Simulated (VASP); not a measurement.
# Lu (P6/mmm) in VASP: notebook

The runs below take Lu through single point, with PBEsol.

Everything below comes from runs of VASP 6.6.1. Logs are shortened: lines on timing, memory, paths and dates and some standing lists are left out, and cuts for length are marked.

## (1) The cell of the first run

Symmetry: P6/mmm, No. 191, hexagonal system. The conventional cell has a = 5.324 Å, b = 5.324 Å, c = 3.344 Å, α = 90.00°, β = 90.00°, γ = 120.00°. Within 4.4 Å of Lu (site symmetry 6/mmm) lie 14 Lu at 3.34 to 3.50 Å. Within 4.0 Å of Lu (site symmetry -6m2) lie 11 Lu at 3.07 to 3.50 Å.

## (2) Single point, PBEsol

The input, INCAR:

```
SYSTEM = Lu
ALGO = Normal ; EDIFF = 1E-6
ENCUT = 520 ; GGA = PS
ISIF = 2 ; ISMEAR = -1
LASPH = .True. ; LCHARG = .True.
LELF = .True. ; LREAL = .False.
LVHAR = .True. ; LWAVE = .False.
NBANDS = 44 ; NELM = 100
PREC = Accurate ; SIGMA = 0.1
```

The input, KPOINTS:

```
k-points
0
Gamma
  7 7 9
  0 0 0
```

The input, POSCAR:

```
Lu
1.0
    5.3242850379      0.0000000000      0.0000000000
   -2.6621425189      4.6109660998      0.0000000000
    0.0000000000      0.0000000000      3.3440133111
Lu
3
Direct
    1.0000000000      0.0000000000      1.0000000000
    0.3333333333      0.6666666667      0.5000000000
    0.6666666667      0.3333333333      0.5000000000
```

Potentials or basis: VASP PAW PBE potentials, release 64 (Lu).

On the command line:

```
cat potpaw_PBE.64/Lu/POTCAR > POTCAR
mpirun -np 1 vasp_std > vasp.out
```

OUTCAR:

```text
SYSTEM = Lu
   EDIFF = 1E-6
   ENCUT = 520
   GGA = PS
   ISIF = 2
   ISMEAR = -1
   LASPH = .True.
   LREAL = .False.
   NELM = 100
   PREC = Accurate

 ion  position               nearest neighbor table
   1  0.000  0.000  0.000-   2 3.50   3 3.50   2 3.50   3 3.50   2 3.50   2 3.50   3 3.50   3 3.50
                             3 3.50   3 3.50   2 3.50   2 3.50
   2  0.333  0.667  0.500-   3 3.07   3 3.07   3 3.07   1 3.50   1 3.50   1 3.50   1 3.50   1 3.50
                             1 3.50
   3  0.667  0.333  0.500-   2 3.07   2 3.07   2 3.07   1 3.50   1 3.50   1 3.50   1 3.50   1 3.50
                             1 3.50

  LATTYP: Found a hexagonal cell.
 ALAT       =     5.3242850379
 C/A-ratio  =     0.6280680481

  Lattice vectors:

 A1 = (   5.3242850379,   0.0000000000,   0.0000000000)
 A2 = (  -2.6621425189,   4.6109660998,   0.0000000000)
 A3 = (   0.0000000000,   0.0000000000,   3.3440133111)

Analysis of symmetry for initial positions (statically):
=====================================================================
 Subroutine PRICEL returns:
 Original cell was already a primitive cell.

 Routine SETGRP: Setting up the symmetry group for a
 hexagonal supercell.

 Subroutine GETGRP returns: Found 24 space group operations
 (whereof 24 operations were pure point group operations)
 out of a pool of 24 trial point group operations.

The static configuration has the point symmetry D_6h.

Analysis of symmetry for dynamics (positions and initial velocities):
=====================================================================
 Subroutine PRICEL returns:
 Original cell was already a primitive cell.

 Routine SETGRP: Setting up the symmetry group for a
 hexagonal supercell.

 Subroutine GETGRP returns: Found 24 space group operations
 (whereof 24 operations were pure point group operations)
 out of a pool of 24 trial point group operations.

The dynamic configuration has the point symmetry D_6h.

 Subroutine INISYM returns: Found 24 space group operations
 (whereof 24 operations are pure point group operations),
 and found     1 'primitive' translations

----------------------------------------------------------------------------------------

                                     Primitive cell

  volume of cell :      82.0959

  direct lattice vectors                    reciprocal lattice vectors
[... 87 lines left out ...]
   ENCUT  =  520.0 eV  38.22 Ry    6.18 a.u.   9.90  9.90  6.22*2*pi/ulx,y,z
   NELM   =    100;   NELMIN=  2; NELMDL= -5     # of ELM steps
   EDIFF  = 0.1E-05   stopping-criterion for ELM
   LREAL  =      F    real-space projection
   EDIFFG = 0.1E-04   stopping-criterion for IOM
   NSW    =      0    number of steps for IOM
   IBRION =     -1    ionic relax: 0-MD 1-quasi-New 2-CG
   NFREE  =      0    steps in history (QN), initial steepest desc. (CG)
   ISIF   =      2    stress and relaxation
   ISYM   =      2    0-nonsym 1-usesym 2-fastsym
   POTIM  = 0.5000    time-step for ionic-motion
   TEBEG  =    0.0;   TEEND  =   0.0 temperature during run
   PSTRESS=    0.0 pullay stress
   NELECT =      75.0000    total number of electrons
   NUPDOWN=      -1.0000    fix difference up-down
   EMIN   =  10.00;   EMAX   =-10.00  energy-range for DOS
   EFERMI =   0.00;   METHOD = LEGACY
   ISMEAR =    -1;   SIGMA  =   0.10  broadening in eV -4-tet -1-fermi 0-gaus
   EFERMI_NEDOS =   21; number of points for ismear=-14 and -15
   IALGO  =     38    algorithm
   IMIX   =      4    mixing-type and parameters
     AMIX     =   0.40;   BMIX     =  1.00
     AMIX_MAG =   1.60;   BMIX_MAG =  1.00
  volume/ion in A,a.u.               =      27.37       184.67
  Fermi-wavevector in a.u.,A,eV,Ry     =   1.588504  3.001836 34.332171  2.523343
  Thomas-Fermi vector in A             =   2.687497
   LORBIT       =      0    0 simple, 1 ext, 2 COOP (PROOUT), +10 PAW based schemes
   GGA     = PS    functional components
   LHFCALC =     F    Hartree Fock is set to
   AEXX    =    0.0000 exact exchange contribution
   IVDW    =     0    specifies the selected vdW correction
   LEPSILON=     F    determine dielectric tensor
   LRPA    =     F    only Hartree local field effects (RPA)
 non-spin polarized calculation
  energy-cutoff  :      520.00
  volume of cell :       82.10
 maximum number of plane-waves:      2226
 NGX is ok and might be reduce to    40
   NGX = 19   NGY = 19   NGZ = 13

 number of electron      75.0000004 magnetization

 Free energy of the ion-electron system (eV)
  ---------------------------------------------------
  ext. energy  EPLUGINS =         0.00000000
  ---------------------------------------------------
  free energy    TOTEN  =       -14.66931704 eV

  energy without entropy =      -14.51171005  energy(sigma->0) =      -14.59051355

 E-fermi :   2.2574     XC(G=0): -11.0778

 val. band max:        2.2439192089   @ k =   0.1429   0.1429   0.2222
 cond. band min:       2.2597852855   @ k =   0.4286   0.0000   0.3333
 fundamental gap:      0.0158660766
 Fermi energy:         2.2573892084

 k-point     1 :       0.0000    0.0000    0.0000
  band No.  band energies     occupation
      1     -53.8179      2.00000
      2     -53.7483      2.00000
      3     -53.6648      2.00000
      4     -24.7436      2.00000
      5     -24.7436      2.00000
      6     -24.4623      2.00000
[... 1117 lines left out ...]
     43       4.6342      0.00000
     44       5.0731      0.00000

 [... further k-points ...]

------------------------ aborting loop because EDIFF is reached ----------------------------------------

  FORCE on cell =-STRESS in cart. coord.  units (eV):
  Direction    XX          YY          ZZ          XY          YZ          ZX
  --------------------------------------------------------------------------------------
  -------------------------------------------------------------------------------------
  Total        0.2335003      0.2335003      0.2247327      0.0000000     -0.0000000     -0.0000000
  in kB        4.5569762      4.5569762      4.3858678      0.0000000     -0.0000000     -0.0000000
  external PRESSURE =       4.4999401 kB  Pullay stress =       0.0000000 kB

 VOLUME and BASIS-vectors are now :
 -----------------------------------------------------------------------------
  energy-cutoff  :      520.00
  volume of cell :       82.10
      direct lattice vectors                 reciprocal lattice vectors
     5.324285038  0.000000000  0.000000000     0.187818645  0.108437145  0.000000000
    -2.662142519  4.610966100  0.000000000     0.000000000  0.216874290  0.000000000
     0.000000000  0.000000000  3.344013311     0.000000000  0.000000000  0.299041872

 POSITION                                       TOTAL-FORCE (eV/Angst)
 -----------------------------------------------------------------------------------
      0.00000      0.00000      0.00000        -0.000000      0.000000      0.000000
     -0.00000      3.07398      1.67201         0.000000      0.000000     -0.000000
      2.66214      1.53699      1.67201        -0.000000      0.000000      0.000000
 -----------------------------------------------------------------------------------
    total drift:                               -0.000000      0.000000      0.000000

  FREE ENERGIE OF THE ION-ELECTRON SYSTEM (eV)
  ---------------------------------------------------
  free  energy   TOTEN  =       -14.6693170438 eV

  energy  without entropy=      -14.5117100513  energy(sigma->0) =      -14.59051355
```

OSZICAR:

```text
N       E                     dE             d eps       ncg     rms          rms(c)
DAV:   1     0.608547611835E+03    0.60855E+03   -0.25909E+04  4828   0.554E+03
DAV:   2     0.702386285293E+02   -0.53831E+03   -0.51421E+03  4684   0.815E+02
DAV:   3    -0.401190680736E+01   -0.74251E+02   -0.72394E+02  3848   0.194E+02
DAV:   4    -0.144938573944E+02   -0.10482E+02   -0.10336E+02  5400   0.557E+01
DAV:   5    -0.150087856556E+02   -0.51493E+00   -0.51392E+00  5512   0.117E+01    0.641E+00
DAV:   6    -0.147184696545E+02    0.29032E+00   -0.11578E+00  5296   0.133E+01    0.275E+00
DAV:   7    -0.146751328512E+02    0.43337E-01   -0.30654E-01  5300   0.603E+00    0.593E-01
DAV:   8    -0.146690796250E+02    0.60532E-02   -0.29412E-02  5876   0.891E+00    0.167E-01
DAV:   9    -0.146692025851E+02   -0.12296E-03   -0.62555E-03  4800   0.686E-01    0.119E-01
DAV:  10    -0.146693392533E+02   -0.13667E-03   -0.16855E-03  4752   0.398E-01    0.485E-02
DAV:  11    -0.146693081455E+02    0.31108E-04   -0.52061E-04  4560   0.341E-01    0.134E-02
DAV:  12    -0.146693194556E+02   -0.11310E-04   -0.92720E-05  5324   0.134E-01    0.112E-02
DAV:  13    -0.146693173394E+02    0.21162E-05   -0.10531E-05  4260   0.319E-02    0.557E-03
DAV:  14    -0.146693170438E+02    0.29559E-06   -0.49968E-06  3596   0.256E-02
   1 F= -.14669317E+02 E0= -.14590514E+02  d E =-.157607E+00
```

Wall time 2.5 min (1 thread of Intel Xeon 6975P-C, shared host); peak memory 0.28 GiB.

Results:

* Free energy: -14.6693 eV
* Pressure: 0.4 GPa

Caveat: the PAW data sets were made with another functional, which shifts forces and pressure a little; spin-orbit coupling is left out, which moves the levels of the heavy elements.

## (3) Single point, PBEsol (volume scaled by 0.88)

The input, INCAR:

```
PREC     = Accurate       # precision mode
ENCUT    = 520            # plane-wave cutoff, eV
EDIFF    = 1E-6           # SCF threshold, eV
ISMEAR   = -1             # smearing method
SIGMA    = 0.1            # smearing width, eV
LREAL    = F              # projectors in reciprocal space
LASPH    = T              # aspherical terms in the spheres
NELM     = 80             # most SCF steps
ALGO     = Normal         # electronic algorithm
ISIF     = 2              # what is computed and relaxed
LWAVE    = F              # write WAVECAR
LCHARG   = T              # write CHGCAR
GGA      = PS             # functional
LELF     = T              # ELF
LVHAR    = T            
NBANDS   = 44             # bands
```

The input, KPOINTS:

```
Automatic mesh
0
Gamma
  8 8 11
```

The input, POSCAR:

```
Lu
1.0
    5.1021770110      0.0000000000      0.0000000000
   -2.5510885055      4.4186149062      0.0000000000
    0.0000000000      0.0000000000      3.2045143562
Lu
3
Direct
    1.0000000000      0.0000000000      1.0000000000
    0.3333333333      0.6666666667      0.5000000000
    0.6666666667      0.3333333333      0.5000000000
```

Potentials or basis: VASP PAW PBE potentials, release 64 (Lu).

On the command line:

```
cat potpaw_PBE.64/Lu/POTCAR > POTCAR
mpirun -np 1 vasp_std > vasp.out
```

It took 2.9 min on 1 thread of Intel Xeon 6975P-C, shared host; peak memory 0.29 GiB.

Results (log left out):

| Item | Value |
| --- | --- |
| Free energy | -14.4394 eV |
| Pressure | 7.8 GPa |

Stress tensor (GPa, compression positive):
```
8.07 0.00 0.00
0.00 8.07 0.00
0.00 0.00 7.14
```

Levels at points of the mesh, in eV from the Fermi level:
```
           k point  band 35  band 36  band 37  band 38  band 39  band 40
(0.00, 0.00, 0.00)    -1.53     0.18     0.18     0.24     0.24     0.33
(0.50, 0.00, 0.00)    -3.73    -2.65     0.52     0.72     0.72     1.29
```

Caveat: the PAW data sets were made with another functional, which shifts forces and pressure a little; spin-orbit coupling is left out, which moves the levels of the heavy elements.
